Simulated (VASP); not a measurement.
# Hg (P6/mmm) in VASP: further runs, part 2 of 3

VASP 6.6.1. Earlier steps stand in the parts before.

**4. Electric field gradients, PBEsol**

This run uses another cell than the first one, of 23.03 Å³/atom.

INCAR

```
SYSTEM = Hg
ALGO = Normal
EDIFF = 1E-8
ENCUT = 520
GGA = PS
ISIF = 2
ISMEAR = -1
LASPH = .TRUE.
LCHARG = .FALSE.
LEFG = .TRUE.
LREAL = .FALSE.
LWAVE = .FALSE.
NBANDS = 25
NELM = 100
PREC = Accurate
SIGMA = 0.05
```

KPOINTS

```
k-points
0
G
  8 8 9
  0 0 0
```

POSCAR

```
Hg
1.0
    4.5400020208      0.0000000000      0.0000000000
   -2.2700010104      3.9317570832      0.0000000000
    0.0000000000      0.0000000000      3.8700000000
Hg
3
Direct
    0.3333333333      0.6666666667      0.5000000000
    0.0000000000      0.0000000000      0.0000000000
    0.6666666667      0.3333333333      0.5000000000
```

Potentials or basis: VASP PAW PBE potentials, release 64 (Hg).

Run with:

```sh
$ cat potpaw_PBE.64/Hg/POTCAR > POTCAR
$ mpirun -np 1 vasp_std > vasp.out
```

OUTCAR:

```text
SYSTEM = Hg
   EDIFF = 1E-8
   ENCUT = 520
   GGA = PS
   ISIF = 2
   ISMEAR = -1
   LASPH = .TRUE.
   LREAL = .FALSE.
   NELM = 100
   PREC = Accurate

 ion  position               nearest neighbor table
   1  0.333  0.667  0.500-   3 2.62   3 2.62   3 2.62   2 3.26   2 3.26   2 3.26   2 3.26   2 3.26
                             2 3.26
   2  0.000  0.000  0.000-   1 3.26   3 3.26   1 3.26   3 3.26   1 3.26   1 3.26   3 3.26   3 3.26
                             3 3.26   3 3.26   1 3.26   1 3.26
   3  0.667  0.333  0.500-   1 2.62   1 2.62   1 2.62   2 3.26   2 3.26   2 3.26   2 3.26   2 3.26
[... 901 lines left out ...]

 Electric field gradients (V/A^2)
---------------------------------------------------------------------
 ion       V_xx      V_yy      V_zz      V_xy      V_xz      V_yz
---------------------------------------------------------------------
   1    -169.215  -169.214   338.428     0.001     0.000    -0.000
   2     -16.801   -16.800    33.602     0.001    -0.000    -0.000
   3    -169.215  -169.214   338.428     0.001     0.000     0.000
---------------------------------------------------------------------

 Electric field gradients after diagonalization (V/A^2)
 (convention: |V_zz| > |V_xx| > |V_yy|)
----------------------------------------------------------------------
 ion       V_xx      V_yy      V_zz     asymmetry (V_yy - V_xx)/ V_zz
----------------------------------------------------------------------
   1    -169.215  -169.213   338.428       0.000
   2     -16.802   -16.800    33.602       0.000
   3    -169.215  -169.213   338.428       0.000
----------------------------------------------------------------------

           NMR quadrupolar parameters

 Cq : quadrupolar parameter    Cq=e*Q*V_zz/h
 eta: asymmetry parameters     (V_yy - V_xx)/ V_zz
 Q  : nuclear electric quadrupole moment in mb (millibarn)
----------------------------------------------------------------------
 ion       Cq(MHz)       eta       Q (mb)
----------------------------------------------------------------------
   1       0.818       0.000       1.000
   2       0.081       0.000       1.000
   3       0.818       0.000       1.000
----------------------------------------------------------------------
```

OSZICAR:

```text
N       E                     dE             d eps       ncg     rms          rms(c)
DAV:   1     0.297099413090E+03    0.29710E+03   -0.18737E+04  2516   0.141E+03
DAV:   2     0.636549931036E+01   -0.29073E+03   -0.27660E+03  2538   0.372E+02
DAV:   3    -0.125377911658E+01   -0.76193E+01   -0.75760E+01  2952   0.677E+01
DAV:   4    -0.127178727756E+01   -0.18008E-01   -0.18001E-01  2771   0.297E+00
DAV:   5    -0.127181574309E+01   -0.28466E-04   -0.28465E-04  2946   0.118E-01    0.105E+01
DAV:   6    -0.107417443960E+01    0.19764E+00   -0.42715E-01  2906   0.710E+00    0.732E+00
DAV:   7    -0.105279058997E+01    0.21384E-01   -0.11624E-01  2862   0.278E+00    0.227E+00
DAV:   8    -0.105016488919E+01    0.26257E-02   -0.18596E-02  2607   0.143E+00    0.193E-01
DAV:   9    -0.105016715839E+01   -0.22692E-05   -0.17154E-04  2920   0.139E-01    0.599E-02
DAV:  10    -0.105019645609E+01   -0.29298E-04   -0.32359E-05  2743   0.453E-02    0.975E-03
DAV:  11    -0.105019765826E+01   -0.12022E-05   -0.57918E-06  2928   0.238E-02    0.542E-03
DAV:  12    -0.105019743823E+01    0.22003E-06   -0.10180E-06  2798   0.106E-02    0.101E-03
DAV:  13    -0.105019750123E+01   -0.63000E-07   -0.85305E-08  2791   0.318E-03    0.252E-04
DAV:  14    -0.105019749366E+01    0.75702E-08   -0.15117E-09  1417   0.309E-04
   1 F= -.10501975E+01 E0= -.10452604E+01  d E =-.987411E-02
```

stdout:

```text
POSCAR found type information on POSCAR Hg
 POSCAR found :  1 types and       3 ions
 scaLAPACK will be used
 -----------------------------------------------------------------------------
|                                                                             |
|                                                                             |
|     You enforced a specific xc type in the INCAR file but a different       |
|     I HOPE YOU KNOW WHAT YOU ARE DOING!                                     |
|                                                                             |
 -----------------------------------------------------------------------------

 LDA part: xc-table for (Slater+PW92), standard interpolation
 POSCAR, INCAR and KPOINTS ok, starting setup
 FFT: planning ... GRIDC
 FFT: planning ... GRID_SOFT
 FFT: planning ... GRID
 WAVECAR not read
 entering main loop
ion   1

ion   2

ion   3
```

Wall time 2.1 min (1 thread of Intel Xeon 8259CL, shared host); peak memory 0.22 GiB.

Results:

* Free energy: -1.0502 eV
* Pressure: 8.6 GPa
* Band gap on the k mesh: zero (bands 18 and 19 overlap by 5.11 eV)
* Largest electric field gradient by atom: Hg +338.4, +33.6 (each value once) V/Å²

Levels at points of the mesh, in eV from the Fermi level:
```tsv
k point	band 15	band 16	band 17	band 18	band 19	band 20	band 21	band 22
(0.00, 0.00, 0.00)	-5.92	-5.92	0.40	1.93	2.65	3.56	3.56	3.84
(0.50, 0.00, 0.00)	-5.87	-5.75	-4.98	-0.70	0.31	6.09	6.13	7.03
```

Electric field gradients, principal values (V/Å²):
```csv
atom,least,middle,greatest (by size)
1 Hg,-169.213,-169.215,338.428
2 Hg,-16.800,-16.802,33.602
3 Hg,-169.213,-169.215,338.428
```

Caveat: the cell stands under pressure; without QUAD_EFG the Cq values of the log hold for a quadrupole moment of 1 mb, not for the nuclei; the PAW data sets were made with another functional, which shifts forces and pressure a little; spin-orbit coupling is left out, which moves the levels of the heavy elements.

**5. Electric field gradients, PBEsol (23.95 Å³/atom)**

This run uses another cell than the first one, of 23.95 Å³/atom.

INCAR

```
PREC = Accurate
ENCUT = 410
EDIFF = 1E-8
ISMEAR = -1
SIGMA = 0.05
LREAL = False
LASPH = True
NELM = 120
ALGO = Normal
ISIF = 2
LWAVE = False
LCHARG = False
GGA = PS
LEFG = True
NBANDS = 37
GGA_COMPAT = False
```

KPOINTS

```
regular mesh
0
Gamma
  8 8 9
```

POSCAR

```
Hg
1.0
    4.5997457407      0.0000000000      0.0000000000
   -2.2998728704      3.9834966624      0.0000000000
    0.0000000000      0.0000000000      3.9209268928
Hg
3
Direct
    0.3333333333      0.6666666667      0.5000000000
    0.0000000000      0.0000000000      0.0000000000
    0.6666666667      0.3333333333      0.5000000000
```

Potentials or basis: VASP PAW PBE potentials, release 64 (Hg_sv_GW).

Run with:

```sh
$ cat potpaw_PBE.64/Hg_sv_GW/POTCAR > POTCAR
$ mpirun -np 1 vasp_std > vasp.out
```

OUTCAR:

```text
PREC = Accurate
   ENCUT = 410
   EDIFF = 1E-8
   ISMEAR = -1
   LREAL = False
   LASPH = True
   NELM = 120
   ISIF = 2
   GGA = PS

 ion  position               nearest neighbor table
   1  0.333  0.667  0.500-   3 2.66   3 2.66   3 2.66   2 3.30   2 3.30   2 3.30   2 3.30   2 3.30
                             2 3.30
   2  0.000  0.000  0.000-   1 3.30   3 3.30   1 3.30   3 3.30   3 3.30   3 3.30   1 3.30   1 3.30
                             3 3.30   3 3.30   1 3.30   1 3.30
   3  0.667  0.333  0.500-   1 2.66   1 2.66   1 2.66   2 3.30   2 3.30   2 3.30   2 3.30   2 3.30
                             2 3.30

  LATTYP: Found a hexagonal cell.
 ALAT       =     4.5997457407
 C/A-ratio  =     0.8524225281

  Lattice vectors:

 A1 = (   4.5997457407,   0.0000000000,   0.0000000000)
 A2 = (  -2.2998728704,   3.9834966624,   0.0000000000)
 A3 = (   0.0000000000,   0.0000000000,   3.9209268928)

Analysis of symmetry for initial positions (statically):
=====================================================================
 Subroutine PRICEL returns:
[... 1159 lines left out ...]

 POSITION                                       TOTAL-FORCE (eV/Angst)
 -----------------------------------------------------------------------------------
     -0.00000      2.65566      1.96046         0.000000     -0.000000     -0.000000
      0.00000      0.00000      0.00000         0.000000      0.000000      0.000000
      2.29987      1.32783      1.96046        -0.000000      0.000000      0.000000
 -----------------------------------------------------------------------------------
    total drift:                                0.000000      0.000000      0.000000

  FREE ENERGIE OF THE ION-ELECTRON SYSTEM (eV)
  ---------------------------------------------------
  free  energy   TOTEN  =        -1.2463440124 eV

  energy  without entropy=       -1.2335975446  energy(sigma->0) =       -1.23997078

 Electric field gradients (V/A^2)
---------------------------------------------------------------------
 ion       V_xx      V_yy      V_zz      V_xy      V_xz      V_yz
---------------------------------------------------------------------
   1    -134.639  -134.638   269.276     0.001     0.000     0.000
   2     -14.642   -14.641    29.283     0.001     0.000     0.000
   3    -134.639  -134.638   269.276     0.001     0.000     0.000
---------------------------------------------------------------------

 Electric field gradients after diagonalization (V/A^2)
 (convention: |V_zz| > |V_xx| > |V_yy|)
----------------------------------------------------------------------
 ion       V_xx      V_yy      V_zz     asymmetry (V_yy - V_xx)/ V_zz
----------------------------------------------------------------------
   1    -134.639  -134.637   269.276       0.000
   2     -14.642   -14.640    29.283       0.000
   3    -134.639  -134.637   269.276       0.000
----------------------------------------------------------------------

           NMR quadrupolar parameters

 Cq : quadrupolar parameter    Cq=e*Q*V_zz/h
 eta: asymmetry parameters     (V_yy - V_xx)/ V_zz
 Q  : nuclear electric quadrupole moment in mb (millibarn)
----------------------------------------------------------------------
 ion       Cq(MHz)       eta       Q (mb)
----------------------------------------------------------------------
   1       0.651       0.000       1.000
   2       0.071       0.000       1.000
   3       0.651       0.000       1.000
----------------------------------------------------------------------
```

OSZICAR:

```text
N       E                     dE             d eps       ncg     rms          rms(c)
DAV:   1     0.114054767110E+04    0.11405E+04   -0.34227E+04  4340   0.182E+03
DAV:   2     0.107230898702E+03   -0.10333E+04   -0.98786E+03  3700   0.947E+02
DAV:   3     0.475596443610E+01   -0.10247E+03   -0.99404E+02  4980   0.254E+02
DAV:   4    -0.140067017651E+01   -0.61566E+01   -0.61388E+01  5702   0.814E+01
DAV:   5    -0.146048270608E+01   -0.59813E-01   -0.59780E-01  4613   0.791E+00    0.452E+01
DAV:   6    -0.126307921558E+01    0.19740E+00   -0.53869E-01  5649   0.932E+00    0.267E+01
DAV:   7    -0.124934529957E+01    0.13734E-01   -0.12541E-01  5313   0.314E+00    0.166E+00
DAV:   8    -0.124631243965E+01    0.30329E-02   -0.22419E-02  5457   0.220E+00    0.311E-01
DAV:   9    -0.124633870242E+01   -0.26263E-04   -0.58341E-04  4503   0.286E-01    0.511E-02
DAV:  10    -0.124634263652E+01   -0.39341E-05   -0.31749E-05  5555   0.694E-02    0.173E-02
DAV:  11    -0.124634414901E+01   -0.15125E-05   -0.29358E-06  5029   0.247E-02    0.110E-02
DAV:  12    -0.124634403328E+01    0.11573E-06   -0.40719E-07  5366   0.997E-03    0.195E-03
DAV:  13    -0.124634396292E+01    0.70360E-07   -0.67019E-08  4356   0.344E-03    0.675E-04
DAV:  14    -0.124634401516E+01   -0.52238E-07   -0.78088E-09  2575   0.159E-03    0.218E-04
DAV:  15    -0.124634401238E+01    0.27794E-08   -0.23105E-09  2550   0.528E-04
   1 F= -.12463440E+01 E0= -.12399708E+01  d E =-.127465E-01
```

It took 77 s on 1 thread of Intel Xeon Platinum 8488C (Sapphire Rapids), shared host; peak memory 0.22 GiB.

What came out:

* Free energy: -1.2463 eV
* Pressure: 2.4 GPa
* Band gap on the k mesh: zero (bands 30 and 31 overlap by 4.71 eV)
* Largest electric field gradient by atom: Hg +269.3, +29.3 (each value once) V/Å²

Stress tensor (GPa, compression positive):
```
 5.65  0.00  0.00
 0.00  5.65  0.00
 0.00  0.00 -4.18
```

Electric field gradients, principal values (V/Å²):
```tsv
atom	least	middle	greatest (by size)
1 Hg	-134.637	-134.639	269.276
2 Hg	-14.640	-14.642	29.283
3 Hg	-134.637	-134.639	269.276
```

Caveat: without QUAD_EFG the Cq values of the log hold for a quadrupole moment of 1 mb, not for the nuclei; the PAW data sets were made with another functional, which shifts forces and pressure a little; spin-orbit coupling is left out, which moves the levels of the heavy elements.

(Continued in part 3 of 3.)
